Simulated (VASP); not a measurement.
# Al8N7 (a cell with a defect) in VASP: further runs, part 2 of 2

VASP 6.6.1. Earlier steps stand in the parts before.

## Step 4: Single point, PBE, collinear spin

File INCAR:

```
SYSTEM = Al8N7
ALGO = Normal
EDIFF = 1E-6
ENCUT = 520
GGA = PE
ISIF = 2
ISMEAR = 0
ISPIN = 2
LASPH = .True.
LCHARG = .False.
LORBIT = 11
LREAL = Auto
LWAVE = .False.
MAGMOM = 0.25 0 0 0 0.25 0.25 0.25 0 0 0 0 0 0 0 0
NBANDS = 46
NELM = 150
PREC = Accurate
SIGMA = 0.01
```

File KPOINTS:

```
k-points
0
Gamma
  2 2 2
  0 0 0
```

File POSCAR:

```
Al8N7
1.0
    0.0000000000      4.4031742015     -4.4031742015
    4.4031742015      4.4031742015      0.0000000000
    4.4031742015      0.0000000000     -4.4031742015
Al N
8 7
Direct
    0.0012731717      0.0012731717      0.4961804850
   -0.0016699096      0.5005566365      0.5005566365
    0.5005566365     -0.0016699096      0.5005566365
    0.5005566365      0.5005566365      0.5005566365
    0.0012731717      0.0012731717      1.0012731717
    0.0012731717      0.4961804850      1.0012731717
    0.4961804850      0.0012731717      1.0012731717
    0.5005566365      0.5005566365      0.9983300904
    0.1256915822      0.6243084178      0.1256915822
    0.6243084178      0.1256915822      0.1256915822
    0.6243084178      0.6243084178      0.1256915822
    0.1256915822      0.1256915822      0.6243084178
    0.1256915822      0.6243084178      0.6243084178
    0.6243084178      0.1256915822      0.6243084178
    0.6250000000      0.6250000000      0.6250000000
```

Potentials or basis: VASP PAW PBE potentials, release 64 (Al, N).

On the command line:

```bash
$ cat potpaw_PBE.64/Al/POTCAR potpaw_PBE.64/N/POTCAR > POTCAR
$ mpirun -np 1 vasp_std > vasp.out
```

OUTCAR:

```text
SYSTEM = Al8N7
   EDIFF = 1E-6
   ENCUT = 520
   GGA = PE
   ISIF = 2
   ISMEAR = 0
   ISPIN = 2
   LASPH = .True.
   LORBIT = 11
   LREAL = Auto
   NELM = 150
   PREC = Accurate

 ion  position               nearest neighbor table
   1  0.001  0.001  0.496-  12 1.92  14 1.92  13 1.92   5 3.08   6 3.08   7 3.08   2 3.11   3 3.11
                             4 3.11   4 3.11   3 3.11   2 3.11   7 3.15   5 3.15   6 3.15
   2  0.998  0.501  0.501-  15 1.90   9 1.91  12 1.91  13 1.91   4 3.10   8 3.10   3 3.10   6 3.11
                             1 3.11   5 3.11   5 3.11   6 3.11   1 3.11   8 3.13   3 3.13   4 3.13
   3  0.501  0.998  0.501-  15 1.90  12 1.91  10 1.91  14 1.91   4 3.10   8 3.10   2 3.10   7 3.11
                             1 3.11   5 3.11   5 3.11   7 3.11   1 3.11   8 3.13   4 3.13   2 3.13
   4  0.501  0.501  0.501-  15 1.90  13 1.91  14 1.91  11 1.91   3 3.10   8 3.10   2 3.10   7 3.11
                             1 3.11   1 3.11   7 3.11   6 3.11   6 3.11   8 3.13   3 3.13   2 3.13
   5  0.001  0.001  0.001-   9 1.92  10 1.92  12 1.92   1 3.08   6 3.08   7 3.08   2 3.11   3 3.11
                             2 3.11   8 3.11   3 3.11   8 3.11   6 3.15   7 3.15   1 3.15
   6  0.001  0.496  0.001-   9 1.92  11 1.92  13 1.92   1 3.08   5 3.08   7 3.08   8 3.11   2 3.11
                             4 3.11   4 3.11   2 3.11   8 3.11   7 3.15   5 3.15   1 3.15
   7  0.496  0.001  0.001-  10 1.92  14 1.92  11 1.92   1 3.08   5 3.08   6 3.08   8 3.11   3 3.11
                             4 3.11   4 3.11   3 3.11   8 3.11   5 3.15   1 3.15   6 3.15
   8  0.501  0.501  0.998-  15 1.90   9 1.91  10 1.91  11 1.91   3 3.10   4 3.10   2 3.10   6 3.11
                             7 3.11   5 3.11   5 3.11   7 3.11   6 3.11   4 3.13   3 3.13   2 3.13
   9  0.126  0.624  0.126-   2 1.91   8 1.91   6 1.92   5 1.92
  10  0.624  0.126  0.126-   3 1.91   8 1.91   7 1.92   5 1.92
  11  0.624  0.624  0.126-   4 1.91   8 1.91   6 1.92   7 1.92
  12  0.126  0.126  0.624-   3 1.91   2 1.91   1 1.92   5 1.92
  13  0.126  0.624  0.624-   4 1.91   2 1.91   6 1.92   1 1.92
  14  0.624  0.126  0.624-   4 1.91   3 1.91   1 1.92   7 1.92
  15  0.625  0.625  0.625-   2 1.90   3 1.90   8 1.90   4 1.90

  LATTYP: Found a face centered cubic cell.
 ALAT       =     8.8063484030

  Lattice vectors:

 A1 = (   0.0000000000,   4.4031742015,  -4.4031742015)
 A2 = (   4.4031742015,   4.4031742015,   0.0000000000)
 A3 = (   4.4031742015,   0.0000000000,  -4.4031742015)

Analysis of symmetry for initial positions (statically):
=====================================================================
 Subroutine PRICEL returns:
 Original cell was already a primitive cell.

 Routine SETGRP: Setting up the symmetry group for a
 face centered cubic supercell.

 Subroutine GETGRP returns: Found 24 space group operations
 (whereof  6 operations were pure point group operations)
 out of a pool of 48 trial point group operations.

The static configuration has the point symmetry C_3v.
 The point group associated with its full space group is T_d .

Analysis of symmetry for dynamics (positions and initial velocities):
=====================================================================
 Subroutine PRICEL returns:
 Original cell was already a primitive cell.

 Routine SETGRP: Setting up the symmetry group for a
 face centered cubic supercell.

 Subroutine GETGRP returns: Found 24 space group operations
 (whereof  6 operations were pure point group operations)
 out of a pool of 48 trial point group operations.

The dynamic configuration has the point symmetry C_3v.
 The point group associated with its full space group is T_d .

[... 160 lines left out ...]
  ext. energy  EPLUGINS =         0.00000000
  ---------------------------------------------------
  free energy    TOTEN  =      -105.30073832 eV

  energy without entropy =     -105.29932785  energy(sigma->0) =     -105.30003309

 E-fermi :   8.1978     XC(G=0): -10.6553

 val. band max:        7.8790994275   @ k =   0.5000   0.5000   0.0000
 cond. band min:       8.1978344789   @ k =   0.5000   0.0000   0.0000
 fundamental gap:      0.3187350515
 Fermi energy:         8.1978344789

 spin component 1

 k-point     1 :       0.0000    0.0000    0.0000
  band No.  band energies     occupation
      1      -9.2227      1.00000
      2      -7.4546      1.00000
      3      -7.4546      1.00000
      4      -7.4546      1.00000
      5      -7.0405      1.00000
      6      -6.8461      1.00000
[... 121 lines left out ...]
     40      14.0194      0.00000
     41      14.5375      0.00000
 Fermi energy:         8.1978344789

 spin component 2

 k-point     1 :       0.0000    0.0000    0.0000
  band No.  band energies     occupation
      1      -9.2148      1.00000
      2      -7.4504      1.00000
      3      -7.4504      1.00000
      4      -7.4504      1.00000
      5      -7.0392      1.00000
      6      -6.8419      1.00000
[... 121 lines left out ...]
     40      14.0555      0.00000
     41      14.5829      0.00000
 [bands above 41 left out]

------------------------ aborting loop because EDIFF is reached ----------------------------------------

  FORCE on cell =-STRESS in cart. coord.  units (eV):
  Direction    XX          YY          ZZ          XY          YZ          ZX
  --------------------------------------------------------------------------------------
  -------------------------------------------------------------------------------------
  Total       -1.0035673     -1.0035673     -1.0035673      0.0000000      0.0000000      0.0000000
  in kB       -9.4173667     -9.4173667     -9.4173667      0.0000000      0.0000000      0.0000000
  external PRESSURE =      -9.4173667 kB  Pullay stress =       0.0000000 kB

 VOLUME and BASIS-vectors are now :
 -----------------------------------------------------------------------------
  energy-cutoff  :      520.00
  volume of cell :      170.74
      direct lattice vectors                 reciprocal lattice vectors
     0.000000000  4.403174201 -4.403174201    -0.113554444  0.113554444 -0.113554444
     4.403174201  4.403174201  0.000000000     0.113554444  0.113554444  0.113554444
     4.403174201  0.000000000 -4.403174201     0.113554444 -0.113554444 -0.113554444

 POSITION                                       TOTAL-FORCE (eV/Angst)
 -----------------------------------------------------------------------------------
      2.19038      0.01121     -2.19038         0.006924     -0.006924     -0.006924
      4.40808      6.59986     -6.59986        -0.004348      0.004348     -0.004348
      6.59986      6.59986     -4.40808         0.004348      0.004348      0.004348
      4.40808      4.40808     -4.40808        -0.004348     -0.004348      0.004348
      0.01121      0.01121     -0.01121        -0.006924     -0.006924      0.006924
      2.19038      2.19038     -0.01121         0.006924      0.006924      0.006924
      0.01121      2.19038     -2.19038        -0.006924      0.006924     -0.006924
      6.59986      4.40808     -6.59986         0.004348     -0.004348     -0.004348
      3.30238      3.30238     -1.10688        -0.000000     -0.000000     -0.008579
      1.10688      3.30238     -3.30238         0.008579     -0.000000      0.000000
      3.30238      5.49788     -3.30238        -0.000000     -0.008579      0.000000
      3.30238      1.10688     -3.30238        -0.000000      0.008579      0.000000
      5.49788      3.30238     -3.30238        -0.008579     -0.000000      0.000000
      3.30238      3.30238     -5.49788        -0.000000     -0.000000      0.008579
      5.50397      5.50397     -5.50397        -0.000000     -0.000000      0.000000
 -----------------------------------------------------------------------------------
    total drift:                                0.000000      0.000000     -0.000000

  FREE ENERGIE OF THE ION-ELECTRON SYSTEM (eV)
  ---------------------------------------------------
  free  energy   TOTEN  =      -105.3007383244 eV

  energy  without entropy=     -105.2993278504  energy(sigma->0) =     -105.30003309

 total charge

# of ion       s       p       d       tot
------------------------------------------
    1        0.379   0.398   0.000   0.777
    2        0.363   0.433   0.000   0.796
    3        0.363   0.433   0.000   0.796
    4        0.363   0.433   0.000   0.796
    5        0.379   0.398   0.000   0.777
    6        0.379   0.398   0.000   0.777
    7        0.379   0.398   0.000   0.777
    8        0.363   0.433   0.000   0.796
    9        1.230   2.598   0.000   3.828
   10        1.230   2.598   0.000   3.828
   11        1.230   2.598   0.000   3.828
   12        1.230   2.598   0.000   3.828
   13        1.230   2.598   0.000   3.828
   14        1.230   2.598   0.000   3.828
   15        1.218   2.641   0.000   3.859
--------------------------------------------------
tot         11.564  21.555   0.000  33.119

 magnetization (x)

# of ion       s       p       d       tot
------------------------------------------
    1        0.008   0.006   0.000   0.014
    2        0.000   0.000   0.000   0.000
    3        0.000   0.000   0.000   0.000
    4        0.000   0.000   0.000   0.000
    5        0.008   0.006   0.000   0.014
    6        0.008   0.006   0.000   0.014
    7        0.008   0.006   0.000   0.014
    8        0.000   0.000   0.000   0.000
    9        0.002  -0.001   0.000   0.002
   10        0.002  -0.001   0.000   0.002
   11        0.002  -0.001   0.000   0.002
   12        0.002  -0.001   0.000   0.002
   13        0.002  -0.001   0.000   0.002
   14        0.002  -0.001   0.000   0.002
   15        0.001  -0.001   0.000  -0.000
--------------------------------------------------
tot          0.047   0.019   0.000   0.066
```

Wall time 97 s (1 thread of Intel Xeon Platinum 8488C (Sapphire Rapids), shared host); peak memory 0.39 GiB.

What came out:

| Item | Value |
| --- | --- |
| Free energy | -105.3007 eV |
| Pressure | -0.9 GPa |
| Largest force | 0.012 eV/Å |
| Net moment | 0.25 μB per cell |
| Valence electrons inside the program's atomic spheres | Al 0.78, 0.80; N 3.83, 3.86 |

Forces on the atoms (eV/Å):
```
Al   0.007 -0.007 -0.007
Al  -0.004  0.004 -0.004
Al   0.004  0.004  0.004
Al  -0.004 -0.004  0.004
Al  -0.007 -0.007  0.007
Al   0.007  0.007  0.007
Al  -0.007  0.007 -0.007
Al   0.004 -0.004 -0.004
N    0.000  0.000 -0.009
N    0.009  0.000  0.000
N    0.000 -0.009  0.000
N    0.000  0.009  0.000
N   -0.009  0.000  0.000
N    0.000  0.000  0.009
N    0.000  0.000  0.000
```

Caveat: the k points lie up to 0.62 Å⁻¹ apart.

## Step 5: Single point, PBE, collinear spin

File INCAR:

```
ALGO = Normal
EDIFF = 1E-6
ENCUT = 520
GGA = PE
ISIF = 2
ISMEAR = 0
ISPIN = 2
LASPH = T
LCHARG = F
LORBIT = 11
LREAL = Auto
LWAVE = F
MAGMOM = 0.75 0 0 0 0.75 0.75 0.75 0 0 0 0 0 0 0 0
NBANDS = 46
NELM = 150
PREC = Accurate
SIGMA = 0.01
```

File KPOINTS:

```
k-points
0
Gamma
  2 2 2
```

POSCAR is that of step 4.

On the command line:

```bash
$ cat potpaw_PBE.64/Al/POTCAR potpaw_PBE.64/N/POTCAR > POTCAR
$ mpirun -np 1 vasp_std > vasp.out
```

Run time: 1.7 min. Hardware: 1 thread of Intel Xeon Platinum 8488C (Sapphire Rapids), shared host; peak memory 0.39 GiB.

It converged, with:

- Free energy: -105.3007 eV
- Pressure: -0.9 GPa
- Largest force: 0.012 eV/Å
- Net moment: 0.25 μB per cell
- Valence electrons inside the program's atomic spheres: Al 0.78, 0.80; N 3.83, 3.86

Forces on the atoms (eV/Å):
```
Al   0.007 -0.007 -0.007
Al  -0.004  0.004 -0.004
Al   0.004  0.004  0.004
Al  -0.004 -0.004  0.004
Al  -0.007 -0.007  0.007
Al   0.007  0.007  0.007
Al  -0.007  0.007 -0.007
Al   0.004 -0.004 -0.004
N    0.000  0.000 -0.009
N    0.009  0.000  0.000
N    0.000 -0.009  0.000
N    0.000  0.009  0.000
N   -0.009  0.000  0.000
N    0.000  0.000  0.009
N    0.000  0.000  0.000
```

Levels at points of the mesh, in eV from the Fermi level:
Spin up:
```
           k point  band 25  band 26  band 27  band 28  band 29  band 30  band 31  band 32  band 33  band 34
(0.00, 0.00, 0.00)    -3.22    -3.22    -2.89    -2.89    -2.89     0.47     0.47     0.84     2.40     3.07
(0.50, 0.00, 0.00)    -3.43    -3.43    -3.02    -3.02    -2.63     0.00     1.64     1.64     3.00     3.00
(0.50, 0.50, 0.00)    -3.50    -3.50    -3.33    -3.27    -2.08    -0.47     1.64     1.64     3.15     3.25
```
Spin down:
| k point | band 25 | band 26 | band 27 | band 28 | band 29 | band 30 | band 31 | band 32 | band 33 | band 34 |
| --- | --- | --- | --- | --- | --- | --- | --- | --- | --- | --- |
| (0.00, 0.00, 0.00) | -3.22 | -3.22 | -2.88 | -2.88 | -2.88 | 0.55 | 0.55 | 0.85 | 2.41 | 3.21 |
| (0.50, 0.00, 0.00) | -3.42 | -3.42 | -3.01 | -3.01 | -2.55 | 0.15 | 1.74 | 1.74 | 3.10 | 3.10 |
| (0.50, 0.50, 0.00) | -3.49 | -3.49 | -3.32 | -3.26 | -2.00 | -0.32 | 1.77 | 1.77 | 3.23 | 3.26 |

Caveat: the k points lie up to 0.62 Å⁻¹ apart.

## Step 6: Single point, PBE, collinear spin

File INCAR:

```
PREC     = Accurate       # precision mode
ENCUT    = 520            # plane-wave cutoff, eV
EDIFF    = 1E-6           # SCF threshold, eV
ISMEAR   = 0              # smearing method
SIGMA    = 0.01           # smearing width, eV
LREAL    = Auto         
LASPH    = T              # aspherical terms in the spheres
NELM     = 150            # most SCF steps
ALGO     = Normal         # electronic algorithm
ISIF     = 2              # what is computed and relaxed
LWAVE    = F              # write WAVECAR
LCHARG   = F              # write CHGCAR
ISPIN    = 2              # spin polarisation
MAGMOM   = 0.25 0 0 0 0.25 0.25 0.25 0 0 0 0 0 0 0 0 # initial moments
LORBIT   = 11             # projections on sites
GGA      = PE             # functional
NELECT   = 57.0         
NBANDS   = 46             # bands
```

File KPOINTS:

```
regular mesh
0
Gamma
  2 2 2
```

File POSCAR:

```
Al8N7
1.0
    0.0000000000      4.4031742015     -4.4031742015
    4.4031742015      4.4031742015      0.0000000000
    4.4031742015      0.0000000000     -4.4031742015
Al N
8 7
Direct
   -0.0102126846     -0.0102126846      0.5306380538
   -0.0055401994      0.5018467331      0.5018467331
    0.5018467331     -0.0055401994      0.5018467331
    0.5018467331      0.5018467331      0.5018467331
   -0.0102126846     -0.0102126846      0.9897873154
   -0.0102126846      0.5306380538      0.9897873154
    0.5306380538     -0.0102126846      0.9897873154
    0.5018467331      0.5018467331      0.9944598006
    0.1267144866      0.6232855134      0.1267144866
    0.6232855134      0.1267144866      0.1267144866
    0.6232855134      0.6232855134      0.1267144866
    0.1267144866      0.1267144866      0.6232855134
    0.1267144866      0.6232855134      0.6232855134
    0.6232855134      0.1267144866      0.6232855134
    0.6250000000      0.6250000000      0.6250000000
```

Potentials or basis: VASP PAW PBE potentials, release 64 (Al, N).

On the command line:

```bash
$ cat potpaw_PBE.64/Al/POTCAR potpaw_PBE.64/N/POTCAR > POTCAR
$ mpirun -np 1 vasp_std > vasp.out
```

Wall time 93 s (1 thread of Intel Xeon Platinum 8488C (Sapphire Rapids), shared host); peak memory 0.39 GiB.

It converged, with:

```yaml
Free_energy: -119.7543 eV
Largest_force: 0.013 eV/Å
Net_moment: 0.25 μB per cell
Valence_electrons_inside_the_program's_atomic_spheres: Al 0.77; N 3.82, 3.84
```

Forces in eV/Å, atoms in the order of the input:
```
Al   0.002 -0.002 -0.002
Al  -0.007  0.007 -0.007
Al   0.007  0.007  0.007
Al  -0.007 -0.007  0.007
Al  -0.002 -0.002  0.002
Al   0.002  0.002  0.002
Al  -0.002  0.002 -0.002
Al   0.007 -0.007 -0.007
N    0.000  0.000 -0.006
N    0.006  0.000  0.000
N    0.000 -0.006  0.000
N    0.000  0.006  0.000
N   -0.006  0.000  0.000
N    0.000  0.000  0.006
N    0.000  0.000  0.000
```

Levels at points of the mesh, in eV from the Fermi level:
Spin up:
| k point | band 25 | band 26 | band 27 | band 28 | band 29 | band 30 | band 31 | band 32 | band 33 | band 34 |
| --- | --- | --- | --- | --- | --- | --- | --- | --- | --- | --- |
| (0.00, 0.00, 0.00) | -1.32 | -1.32 | -0.83 | -0.83 | -0.83 | 1.98 | 3.03 | 3.03 | 4.75 | 5.39 |
| (0.50, 0.00, 0.00) | -1.61 | -1.61 | -0.98 | -0.98 | -0.26 | 2.30 | 3.81 | 4.04 | 4.04 | 5.56 |
| (0.50, 0.50, 0.00) | -1.58 | -1.36 | -1.31 | -1.31 | 0.33 | 1.93 | 3.98 | 3.98 | 4.08 | 5.63 |
Spin down:
```csv
k point,band 27,band 28,band 29,band 30,band 31,band 32
"(0.00, 0.00, 0.00)",-0.83,-0.83,-0.83,1.99,3.05,3.05
"(0.50, 0.00, 0.00)",-0.97,-0.97,0.00,2.43,3.83,4.14
"(0.50, 0.50, 0.00)",-1.31,-1.31,0.62,2.05,4.10,4.12
```

Caveat: the k points lie up to 0.62 Å⁻¹ apart; the cell carries a net charge on a neutralising background, which shifts energy and pressure; the cell is charged against a uniform background, so pressure and absolute levels hang on convention.
